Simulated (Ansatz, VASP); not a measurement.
One calculation of GaN, two programs

POSCAR

```
GaN
1.0
    3.1831025598      0.0000000000      0.0000000000
   -1.5915512799      2.7566476796      0.0000000000
    0.0000000000      0.0000000000      5.1835786652
Ga N
2 2
Direct
    0.3333333333      0.6666666667     -0.0008903619
    0.6666666667      0.3333333333      0.4991096381
    0.3333333333      0.6666666667      0.3758903619
    0.6666666667      0.3333333333      0.8758903619
```

INCAR.step1

```
PREC = Accurate
ENCUT = 520
ISMEAR = 0
SIGMA = 0.01
LREAL = F
LASPH = T
NELM = 60
NBANDS = 26
GGA = PE
ALGO = Normal
EDIFF = 1E-4
LWAVE = T
LCHARG = F
```

INCAR.step2

```
PREC = Accurate
ENCUT = 520
EDIFF = 1E-7
ISMEAR = 0
SIGMA = 0.01
LREAL = F
LASPH = T
NELM = 60
ALGO = Normal
ISIF = 2
LWAVE = F
LCHARG = F
METAGGA = R2SCAN
LMIXTAU = T
NBANDS = 26
ISTART = 1
```

File KPOINTS:

```
Automatic mesh
0
Gamma
  8 8 4
```

Input for Ansatz:

```yaml
crystal:
  lattice:
    - [3.18310255981, 0.0, 0.0]
    - [-1.5915512799, 2.75664767965, 0.0]
    - [0.0, 0.0, 5.18357866524]
  atoms:
    - { symbol: Ga, position: [0.333333333333, 0.666666666667, -0.000890361879] }
    - { symbol: Ga, position: [0.666666666667, 0.333333333333, 0.499109638121] }
    - { symbol: "N", position: [0.333333333333, 0.666666666667, 0.375890361879] }
    - { symbol: "N", position: [0.666666666667, 0.333333333333, 0.875890361879] }
kpoints:
  mp_grid: { grid: [8, 8, 4] }
scf:
  occupations: { method: fixed }
hamiltonian:
  xc: r2scan
  pseudopotentials: { kind: paw }
output:
  eigenstates:
    kpoints:
      - [0.0, 0.0, 0.0]
      - [0.002533033, -0.001266516, 0.0]
      - [0.005066065, -0.002533033, 0.0]
      - [0.01013213, -0.005066065, 0.0]
      - [0.0, 0.002193671, 0.0]
      - [0.0, 0.004387341, 0.0]
      - [0.0, 0.008774682, 0.0]
      - [0.0, 0.0, 0.004124961]
      - [0.0, 0.0, 0.008249922]
      - [0.0, 0.0, 0.016499843]
      - [0.001791124, 0.000655597, 0.0]
      - [0.003582249, 0.001311194, 0.0]
      - [0.007164498, 0.002622388, 0.0]
      - [0.001791124, -0.000895562, 0.002916788]
      - [0.003582249, -0.001791124, 0.005833576]
      - [0.007164498, -0.003582249, 0.011667151]
      - [0.0, 0.001551159, 0.002916788]
      - [0.0, 0.003102319, 0.005833576]
      - [0.0, 0.006204637, 0.011667151]
      - [0.001462447, 0.000535293, 0.002381547]
      - [0.002924894, 0.001070586, 0.004763094]
      - [0.005849788, 0.002141171, 0.009526189]
      - [0.0, 0.0, 0.0]
      - [0.002533033, -0.001266516, 0.0]
      - [0.005066065, -0.002533033, 0.0]
      - [0.01013213, -0.005066065, 0.0]
      - [0.0, 0.002193671, 0.0]
      - [0.0, 0.004387341, 0.0]
      - [0.0, 0.008774682, 0.0]
      - [0.0, 0.0, 0.004124961]
      - [0.0, 0.0, 0.008249922]
      - [0.0, 0.0, 0.016499843]
      - [0.001791124, 0.000655597, 0.0]
      - [0.003582249, 0.001311194, 0.0]
      - [0.007164498, 0.002622388, 0.0]
      - [0.001791124, -0.000895562, 0.002916788]
      - [0.003582249, -0.001791124, 0.005833576]
      - [0.007164498, -0.003582249, 0.011667151]
      - [0.0, 0.001551159, 0.002916788]
      - [0.0, 0.003102319, 0.005833576]
      - [0.0, 0.006204637, 0.011667151]
      - [0.001462447, 0.000535293, 0.002381547]
      - [0.002924894, 0.001070586, 0.004763094]
      - [0.005849788, 0.002141171, 0.009526189]
    de_dk: true
    e_range: [-3, 5.3508907775]
checkpoint:
  read: ck
```

Alike in both runs: task single point; functional r2SCAN; k mesh 8 × 8 × 4; no spin polarisation.

|  | VASP | Ansatz |
| --- | --- | --- |
| version | VASP 6.6.1 | Ansatz 0.2.0 |
| potentials or method | VASP PAW PBE potentials, release 64 (Ga_d, N) | PAW with Ansatz's default frozen-core files, scalar-relativistic |
| plane-wave cutoff (eV) | 520 | 500 |
| occupations | gaussian, width 0.01 eV | fixed |
| valence electrons in the cell | 36 | 36 |

```csv
,VASP,Ansatz,Ansatz less VASP
gap on the k mesh at the Fermi level (eV),2.34,2.35,+0.007
```

VASP's potentials were made for PBE, not for r2SCAN.
